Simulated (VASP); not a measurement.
# Bi2Se3 (Paraguanajuatite) (R-3m) in VASP: single point with PBE

Aim: the single point of Bi2Se3 (Paraguanajuatite) with PBE.

All numbers are computed with VASP 6.6.1; they aren't measurements. Logs are shortened: lines on timing, memory, paths and dates and some standing lists are left out, and cuts for length are marked.

### Step 1. The cell of the first run

It takes space group R-3m (No. 166, trigonal). The conventional cell has a = 4.143 Å, b = 4.143 Å, c = 28.636 Å, α = 90.00°, β = 90.00°, γ = 120.00°. Bi (site symmetry 3m) has 6 Se at 2.85 to 3.07 Å within 3.8 Å. Within 4.0 Å of Se (site symmetry -3m) lie 6 Bi at 3.07 Å. Within 3.8 Å of Se (site symmetry 3m) lie 3 Bi at 2.85 Å and 3 Se at 3.52 Å.

### Step 2. Single point, PBE

The input, INCAR:

```
SYSTEM = Bi2Se3
ALGO = Normal
EDIFF = 1E-6
ENCUT = 500
GGA = PE
GGA_COMPAT = .False.
ISIF = 2
ISMEAR = 0
LASPH = .True.
LCHARG = .False.
LREAL = .False.
LWAVE = .False.
NBANDS = 32
NELM = 120
PREC = Accurate
SIGMA = 0.01
```

The input, KPOINTS:

```
k-points
0
Gamma
  3 3 3
  0 0 0
```

The input, POSCAR:

```
Bi2Se3
1.0
    2.0715000000      1.1959800000      9.5453300000
   -2.0715000000      1.1959800000      9.5453300000
    0.0000000000     -2.3919600000      9.5453300000
Bi Se
2 3
Direct
    0.4008000000      0.4008000000      0.4008000000
    0.5992000000      0.5992000000      0.5992000000
    0.0000000000      0.0000000000      0.0000000000
    0.2117000000      0.2117000000      0.2117000000
    0.7883000000      0.7883000000      0.7883000000
```

Potentials or basis: VASP PAW PBE potentials, release 64 (Bi_d, Se).

Command:

```
cat potpaw_PBE.64/Bi_d/POTCAR potpaw_PBE.64/Se/POTCAR > POTCAR
mpirun -np 1 vasp_std > vasp.out
```

OUTCAR:

```text
SYSTEM = Bi2Se3
   EDIFF = 1E-6
   ENCUT = 500
   GGA = PE
   ISIF = 2
   ISMEAR = 0
   LASPH = .True.
   LREAL = .False.
   NELM = 120
   PREC = Accurate

 ion  position               nearest neighbor table
   1  0.401  0.401  0.401-   5 2.85   5 2.85   5 2.85   3 3.07   3 3.07   3 3.07
   2  0.599  0.599  0.599-   4 2.85   4 2.85   4 2.85   3 3.07   3 3.07   3 3.07
   3  0.000  0.000  0.000-   2 3.07   1 3.07   2 3.07   2 3.07   1 3.07   1 3.07
   4  0.212  0.212  0.212-   2 2.85   2 2.85   2 2.85
   5  0.788  0.788  0.788-   1 2.85   1 2.85   1 2.85

  LATTYP: Found a trigonal (rhomboedric) cell.
 ALAT       =     9.8404677338
 COS(alpha) =     0.9113725227

  Lattice vectors:

 A1 = (   2.0715000000,   1.1959800000,   9.5453300000)
 A2 = (  -2.0715000000,   1.1959800000,   9.5453300000)
 A3 = (   0.0000000000,  -2.3919600000,   9.5453300000)

Analysis of symmetry for initial positions (statically):
=====================================================================
 Subroutine PRICEL returns:
 Original cell was already a primitive cell.

 Routine SETGRP: Setting up the symmetry group for a
 trigonal (rhombohedral) supercell.

 Subroutine GETGRP returns: Found 12 space group operations
 (whereof 12 operations were pure point group operations)
 out of a pool of 12 trial point group operations.

The static configuration has the point symmetry D_3d.

Analysis of symmetry for dynamics (positions and initial velocities):
=====================================================================
 Subroutine PRICEL returns:
 Original cell was already a primitive cell.

 Routine SETGRP: Setting up the symmetry group for a
 trigonal (rhombohedral) supercell.

 Subroutine GETGRP returns: Found 12 space group operations
 (whereof 12 operations were pure point group operations)
 out of a pool of 12 trial point group operations.

The dynamic configuration has the point symmetry D_3d.

 Subroutine INISYM returns: Found 12 space group operations
 (whereof 12 operations are pure point group operations),
 and found     1 'primitive' translations

----------------------------------------------------------------------------------------

                                     Primitive cell

  volume of cell :     141.8898

  direct lattice vectors                    reciprocal lattice vectors
     2.071500000  1.195980000  9.545330000     0.241370987  0.139355731  0.034921091
    -2.071500000  1.195980000  9.545330000    -0.241370987  0.139355731  0.034921091
     0.000000000 -2.391960000  9.545330000     0.000000000 -0.278711461  0.034921091

  length of vectors
     9.840467734  9.840467734  9.840467339     0.280890469  0.280890469  0.280890657

  position of ions in fractional coordinates (direct lattice)
     0.400800000  0.400800000  0.400800000
     0.599200000  0.599200000  0.599200000
     0.000000000  0.000000000  0.000000000
     0.211700000  0.211700000  0.211700000
     0.788300000  0.788300000  0.788300000

  ion indices of the primitive-cell ions
   primitive index   ion index
                 1           1
                 2           2
                 3           3
                 4           4
                 5           5

----------------------------------------------------------------------------------------

 KPOINTS: k-points

Automatic generation of k-mesh.
 Grid dimensions read from file:
 generate k-points for:    3    3    3

 Generating k-lattice:

  Cartesian coordinates                     Fractional coordinates (reciprocal lattice)
     0.080456996  0.046451910  0.011640364     0.333333333  0.000000000 -0.000000000
    -0.080456996  0.046451910  0.011640364     0.000000000  0.333333333 -0.000000000
     0.000000000 -0.092903820  0.011640364    -0.000000000 -0.000000000  0.333333333

  Length of vectors
     0.093630156  0.093630156  0.093630219

  Shift w.r.t. Gamma in fractional coordinates (k-lattice)
     0.000000000  0.000000000  0.000000000

 Subroutine IBZKPT returns following result:
 ===========================================

 Found      6 irreducible k-points:

 Following reciprocal coordinates:
            Coordinates               Weight
  0.000000  0.000000  0.000000      1.000000
  0.333333  0.000000  0.000000      6.000000
  0.333333  0.333333  0.000000      6.000000
 -0.333333  0.333333  0.000000      6.000000
  0.333333  0.333333  0.333333      2.000000
 -0.333333  0.333333  0.333333      6.000000
   k-points           NKPTS =      6   k-points in BZ     NKDIM =      6   number of bands    NBANDS=     32
   number of dos      NEDOS =    301   number of ions     NIONS =      5
   total plane-waves  NPLWV = 373248
   dimension x,y,z NGX =    72 NGY =   72 NGZ =   72
   dimension x,y,z NGXF=   144 NGYF=  144 NGZF=  144
   ions per type =               2   3
   NGX,Y,Z   is equivalent  to a cutoff of  12.16, 12.16, 12.16 a.u.
   NGXF,Y,Z  is equivalent  to a cutoff of  24.33, 24.33, 24.33 a.u.
 SYSTEM =  Bi2Se3
   PREC   = accura    normal or accurate (medium, high low for compatibility)
   ISTART =      0    job   : 0-new  1-cont  2-samecut
   ICHARG =      2    charge: 1-file 2-atom 10-const
   ISPIN  =      1    spin polarized calculation?
   LNONCOLLINEAR =      F non collinear calculations
   LSORBIT =      F    spin-orbit coupling
   LASPH  =      T    aspherical Exc in radial PAW
   ENCUT  =  500.0 eV  36.75 Ry    6.06 a.u.  17.94 17.94 17.94*2*pi/ulx,y,z
   NELM   =    120;   NELMIN=  2; NELMDL= -5     # of ELM steps
   EDIFF  = 0.1E-05   stopping-criterion for ELM
   LREAL  =      F    real-space projection
   EDIFFG = 0.1E-04   stopping-criterion for IOM
   NSW    =      0    number of steps for IOM
   IBRION =     -1    ionic relax: 0-MD 1-quasi-New 2-CG
   NFREE  =      0    steps in history (QN), initial steepest desc. (CG)
   ISIF   =      2    stress and relaxation
   ISYM   =      2    0-nonsym 1-usesym 2-fastsym
   POTIM  = 0.5000    time-step for ionic-motion
   TEBEG  =    0.0;   TEEND  =   0.0 temperature during run
   PSTRESS=    0.0 pullay stress
   NELECT =      48.0000    total number of electrons
   NUPDOWN=      -1.0000    fix difference up-down
   EMIN   =  10.00;   EMAX   =-10.00  energy-range for DOS
   EFERMI =   0.00;   METHOD = LEGACY
   ISMEAR =     0;   SIGMA  =   0.01  broadening in eV -4-tet -1-fermi 0-gaus
   EFERMI_NEDOS =   21; number of points for ismear=-14 and -15
   IALGO  =     38    algorithm
   IMIX   =      4    mixing-type and parameters
     AMIX     =   0.40;   BMIX     =  1.00
     AMIX_MAG =   1.60;   BMIX_MAG =  1.00
  volume/ion in A,a.u.               =      28.38       191.50
  Fermi-wavevector in a.u.,A,eV,Ry     =   1.140700  2.155611 17.703863  1.301197
  Thomas-Fermi vector in A             =   2.277402
   LORBIT       =      0    0 simple, 1 ext, 2 COOP (PROOUT), +10 PAW based schemes
   GGA     = PE    functional components
   LHFCALC =     F    Hartree Fock is set to
   AEXX    =    0.0000 exact exchange contribution
   IVDW    =     0    specifies the selected vdW correction
   LEPSILON=     F    determine dielectric tensor
   LRPA    =     F    only Hartree local field effects (RPA)
 non-spin polarized calculation
 Gauss-broadening in eV      SIGMA  =   0.01
  energy-cutoff  :      500.00
  volume of cell :      141.89
 maximum number of plane-waves:      3607
   NGX = 35   NGY = 35   NGZ = 35

 number of electron      48.0000004 magnetization

 Free energy of the ion-electron system (eV)
  ---------------------------------------------------
  ext. energy  EPLUGINS =         0.00000000
  ---------------------------------------------------
  free energy    TOTEN  =       -20.13652485 eV

  energy without entropy =      -20.13652485  energy(sigma->0) =      -20.13652485

 E-fermi :   4.9989     XC(G=0):  -9.4987

 val. band max:        4.9568278239   @ k =   0.0000   0.0000   0.0000
 cond. band min:       5.1918730252   @ k =   0.0000   0.0000   0.0000
 fundamental gap:      0.2350452013
 Fermi energy:         4.9989066971

 k-point     1 :       0.0000    0.0000    0.0000
  band No.  band energies     occupation
      1     -18.1592      2.00000
      2     -18.1592      2.00000
      3     -18.1576      2.00000
      4     -18.1576      2.00000
      5     -18.1473      2.00000
      6     -18.1448      2.00000
[... 24 lines left out ...]
     31      10.7984      0.00000
     32      11.9756      0.00000

 k-point     2 :       0.3333    0.0000    0.0000
  band No.  band energies     occupation
      1     -18.1723      2.00000
      2     -18.1683      2.00000
      3     -18.1484      2.00000
      4     -18.1440      2.00000
      5     -18.1438      2.00000
      6     -18.1413      2.00000
[... 24 lines left out ...]
     31       9.4567      0.00000
     32      11.4367      0.00000

 k-point     3 :       0.3333    0.3333    0.0000
  band No.  band energies     occupation
      1     -18.1722      2.00000
      2     -18.1684      2.00000
      3     -18.1483      2.00000
      4     -18.1440      2.00000
      5     -18.1439      2.00000
      6     -18.1413      2.00000
[... 24 lines left out ...]
     31       9.2029      0.00000
     32      11.5941      0.00000

 k-point     4 :      -0.3333    0.3333    0.0000
  band No.  band energies     occupation
      1     -18.1620      2.00000
      2     -18.1620      2.00000
      3     -18.1567      2.00000
      4     -18.1473      2.00000
      5     -18.1389      2.00000
      6     -18.1387      2.00000
[... 24 lines left out ...]
     31      11.1692      0.00000
     32      11.9291      0.00000

 k-point     5 :       0.3333    0.3333    0.3333
  band No.  band energies     occupation
      1     -18.1592      2.00000
      2     -18.1592      2.00000
      3     -18.1576      2.00000
      4     -18.1576      2.00000
      5     -18.1472      2.00000
      6     -18.1449      2.00000
[... 24 lines left out ...]
     31      10.7749      0.00000
     32      11.7048      0.00000

 k-point     6 :      -0.3333    0.3333    0.3333
  band No.  band energies     occupation
      1     -18.1722      2.00000
      2     -18.1684      2.00000
      3     -18.1484      2.00000
      4     -18.1440      2.00000
      5     -18.1439      2.00000
      6     -18.1414      2.00000
[... 24 lines left out ...]
     31       9.5921      0.00000
     32      11.0686      0.00000

------------------------ aborting loop because EDIFF is reached ----------------------------------------

  FORCE on cell =-STRESS in cart. coord.  units (eV):
  Direction    XX          YY          ZZ          XY          YZ          ZX
  --------------------------------------------------------------------------------------
  -------------------------------------------------------------------------------------
  Total        2.5235218      2.5235173      1.6130833      0.0000000      0.0000000     -0.0000000
  in kB       28.4948644     28.4948128     18.2144612      0.0000000      0.0000000     -0.0000000
  external PRESSURE =      25.0680461 kB  Pullay stress =       0.0000000 kB

 VOLUME and BASIS-vectors are now :
 -----------------------------------------------------------------------------
  energy-cutoff  :      500.00
  volume of cell :      141.89
      direct lattice vectors                 reciprocal lattice vectors
     2.071500000  1.195980000  9.545330000     0.241370987  0.139355731  0.034921091
    -2.071500000  1.195980000  9.545330000    -0.241370987  0.139355731  0.034921091
     0.000000000 -2.391960000  9.545330000     0.000000000 -0.278711461  0.034921091

 POSITION                                       TOTAL-FORCE (eV/Angst)
 -----------------------------------------------------------------------------------
      0.00000      0.00000     11.47730         0.000000     -0.000000     -0.105572
      0.00000      0.00000     17.15869         0.000000      0.000000      0.105572
      0.00000      0.00000      0.00000         0.000000      0.000000     -0.000000
      0.00000      0.00000      6.06224         0.000000      0.000000     -0.061745
      0.00000      0.00000     22.57375         0.000000     -0.000000      0.061745
 -----------------------------------------------------------------------------------
    total drift:                                0.000000      0.000000      0.000000

  FREE ENERGIE OF THE ION-ELECTRON SYSTEM (eV)
  ---------------------------------------------------
  free  energy   TOTEN  =       -20.1365248516 eV

  energy  without entropy=      -20.1365248516  energy(sigma->0) =      -20.13652485
```

Wall time 2.5 min (1 thread of Intel Xeon Platinum 8488C (Sapphire Rapids), shared host); peak memory 0.67 GiB.

What came out:

| Quantity | Value |
| --- | --- |
| Free energy | -20.1365 eV |
| Pressure | 2.5 GPa |
| Largest force | 0.106 eV/Å |
| Band gap on the k mesh | 0.24 eV, direct |

Forces on the atoms (eV/Å):
```
Bi   0.000  0.000 -0.106
Bi   0.000  0.000  0.106
Se   0.000  0.000  0.000
Se   0.000  0.000 -0.062
Se   0.000  0.000  0.062
```

Levels at points of the mesh, in eV from the valence-band top:
| k point | band 20 | band 21 | band 22 | band 23 | band 24 | band 25 | band 26 | band 27 | band 28 | band 29 |
| --- | --- | --- | --- | --- | --- | --- | --- | --- | --- | --- |
| (0.00, 0.00, 0.00) | -1.86 | -1.86 | -1.20 | -1.20 | 0.00 | 0.24 | 1.41 | 1.41 | 2.13 | 2.73 |

Caveat: the k points lie up to 0.59 Å⁻¹ apart; spin-orbit coupling is left out, which moves the levels of the heavy elements. A k mesh can miss the band edges.
